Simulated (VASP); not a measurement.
A run of VASP 6.6.1 is set up as follows.

File INCAR:

```
PREC     = Accurate       # precision mode
ENCUT    = 600            # plane-wave cutoff, eV
EDIFF    = 1E-6           # SCF threshold, eV
ISMEAR   = 0              # smearing method
SIGMA    = 0.1            # smearing width, eV
LREAL    = F              # projectors in reciprocal space
LASPH    = T              # aspherical terms in the spheres
NELM     = 120            # most SCF steps
ALGO     = Normal         # electronic algorithm
ISIF     = 2              # what is computed and relaxed
LWAVE    = F              # write WAVECAR
LCHARG   = F              # write CHGCAR
GGA      = PE             # functional
NBANDS   = 38             # bands
GGA_COMPAT= F
```

File KPOINTS:

```
regular mesh
0
Gamma
  6 6 4
```

File POSCAR:

```
AlB2Ru3
1.0
    3.5058228100      0.0000000000      0.0000000000
    0.0000000000      3.5058228100      0.0000000000
    0.0000000000      0.0000000000      6.2958241300
Al B Ru
1 2 3
Direct
    0.5000000000      0.5000000000      0.0000000000
    0.5000000000      0.0000000000      0.5000000000
    0.0000000000      0.5000000000      0.5000000000
    0.0000000000      0.0000000000      0.5000000000
    0.0000000000      0.0000000000      0.8500130400
    0.0000000000      0.0000000000      0.1499869600
```

Potentials or basis: VASP PAW PBE potentials, release 64 (Al, B, Ru_sv).

Command:

```bash
$ cat potpaw_PBE.64/Al/POTCAR potpaw_PBE.64/B/POTCAR potpaw_PBE.64/Ru_sv/POTCAR > POTCAR
$ mpirun -np 1 vasp_std > vasp.out
```

Estimate the band gap on the k mesh.

zero (an odd number of electrons rules out a gap without spin polarisation).

What does it give for the pressure?

78.2 GPa.

Estimate the largest force.

8.541 eV/Å.

Forces on the atoms (eV/Å):
```
Al   0.000  0.000  0.000
B    0.000  0.000  0.000
B    0.000  0.000  0.000
Ru   0.000  0.000  0.000
Ru   0.000  0.000 -8.541
Ru   0.000  0.000  8.541
```

Caveat: atoms lie so close that the PAW spheres overlap strongly, which falsifies energies and pressures; the cell stands under pressure; forces of over 1 eV/Å act on the atoms, so gaps and moduli don't describe the material at rest.
